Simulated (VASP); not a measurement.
Hf2Si3:

```
Hf Si
1.0
     2.65962   -2.66963    0.00000
     2.65962    2.66963    0.00000
     0.00000    0.00000    5.89546
Hf Si
2 3
Direct
  0.00000 0.50000 0.00000
  0.50000 0.00000 0.00000
  0.00000 0.00000 0.18232
  0.00000 0.00000 0.81768
  0.50000 0.50000 0.50000
```

The cell was built from a structure type or drawn by symmetry, and may not be a known phase.

- Program: VASP 6.6.1
- Task: relaxation of cell and atoms
- Functional: PBE
- Potentials or basis: VASP PAW PBE potentials, release 64 (Hf_pv, Si)
- Cutoff: 600 eV
- k mesh: 4 × 4 × 4
- Occupations: gaussian, width 0.1 eV
- Spin: no spin polarisation

At the start: pressure 82.5 GPa; volume 16.74 Å³/atom.

Q: How do energy, volume and symmetry change on relaxing?

A: Over 17 steps the energy falls by 2800.6 meV/atom and the volume is 20.22 Å³/atom (+20.7 %); space group P4/mmm (No. 123, to 0.1 Å) before and after.

The path:
| step | energy change (eV) | largest force (eV/Å) | pressure (GPa) | volume (Å³) |
| --- | --- | --- | --- | --- |
| 1 | 0.0000 | 15.1108 | 82.55 | 83.72 |
| 2 | -1.9185 | 0.5737 | -12.91 | 235.89 |
| 3 | -11.5330 | 0.4014 | -9.49 | 133.76 |
| 4 | -11.7640 | 0.8753 | -6.73 | 128.11 |
| 5 | -11.8446 | 1.5663 | -2.76 | 121.91 |
| 6 | -11.8463 | 1.4596 | -3.37 | 122.77 |
| 7 | -12.3959 | 1.9156 | -2.81 | 116.36 |
| 8 | -13.8259 | 1.1793 | 4.57 | 97.46 |
| 9 | -13.0613 | 7.1925 | 2.29 | 102.12 |
| 10 | -13.8801 | 0.0653 | 3.31 | 98.54 |
| 11 | -13.9156 | 0.4835 | -2.40 | 104.74 |
| 12 | -13.9309 | 0.3114 | -0.52 | 102.43 |
| 13 | -13.9561 | 0.2236 | -0.52 | 102.36 |
| 14 | -13.9971 | 0.3584 | -0.67 | 102.03 |
| 15 | -13.9914 | 0.2681 | 0.42 | 100.43 |
| 16 | -14.0016 | 0.1039 | -0.24 | 101.38 |
| 17 | -14.0028 | 0.0317 | 0.11 | 101.08 |

Final structure:
```cif
data_structure
_symmetry_space_group_name_H-M 'P 1'
_symmetry_Int_Tables_number 1
_cell_length_a 4.2852
_cell_length_b 4.2852
_cell_length_c 5.5042
_cell_angle_alpha 90.000
_cell_angle_beta 90.000
_cell_angle_gamma 89.992
_cell_volume 101.08
loop_
_atom_site_label
_atom_site_type_symbol
_atom_site_fract_x
_atom_site_fract_y
_atom_site_fract_z
_atom_site_occupancy
Hf1 Hf 0.00000 0.50000 0.00000 1
Hf2 Hf 0.50000 0.00000 0.00000 1
Si1 Si 0.00000 0.00000 0.29848 1
Si2 Si 0.00000 0.00000 0.70152 1
Si3 Si 0.50000 0.50000 0.50000 1
```

Caveat: the k points lie up to 0.37 Å⁻¹ apart in the final cell, too coarse for converged energies and pressures of a metal; the volume moved by over 15 % at a fixed basis, so the end points are rough.
